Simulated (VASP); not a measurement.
Y, 2 atoms in the cell. The structure is orthorhombic, space group Cmcm (No. 63). Conventional cell: a = 3.000 Å, b = 6.167 Å, c = 5.200 Å, α = 90.00°, β = 90.00°, γ = 90.00°. Within 3.8 Å of Y (site symmetry m2m) lie 12 Y at 2.90 to 3.49 Å. 

| Quantity | Value |
| --- | --- |
| Program | VASP 6.6.1 |
| Task | single point |
| Functional | PBE |
| Potentials or basis | VASP PAW PBE potentials, release 64 (Y_sv) |
| Cutoff | 520 eV |
| k mesh | 12 × 12 × 7 |
| Occupations | fermi-dirac, width 0.1 eV |
| Spin | no spin polarisation |
| Dipole correction | no |
| k mesh for the DOS | 18 × 18 × 11 |
| Occupations for the DOS | tetrahedron |
| Further INCAR settings | ALGO = Normal; EDIFF = 1e-06 |

Potentials or basis: VASP PAW PBE potentials, release 64 (Y_sv).

Command:

```console
$ cat potpaw_PBE.64/Y_sv/POTCAR > POTCAR
$ cp INCAR.step1 INCAR
$ cp KPOINTS.step1 KPOINTS
$ mpirun -np 1 vasp_std > vasp.out
$ cp INCAR.step2 INCAR
$ cp KPOINTS.step2 KPOINTS
$ mpirun -np 1 vasp_std > vasp.out
```

Hardware: 1 thread of Intel(R) Xeon(R) Platinum 8375C CPU @ 2.90GHz (Ice Lake), with other jobs on the host.

**Question.** Estimate the wall time of this run.

**Answer.** Run time: 5.4 min on 1 thread of Intel(R) Xeon(R) Platinum 8375C CPU @ 2.90GHz (Ice Lake), with other jobs on the host, peak memory 0.49 GiB. Counts: k points 546.
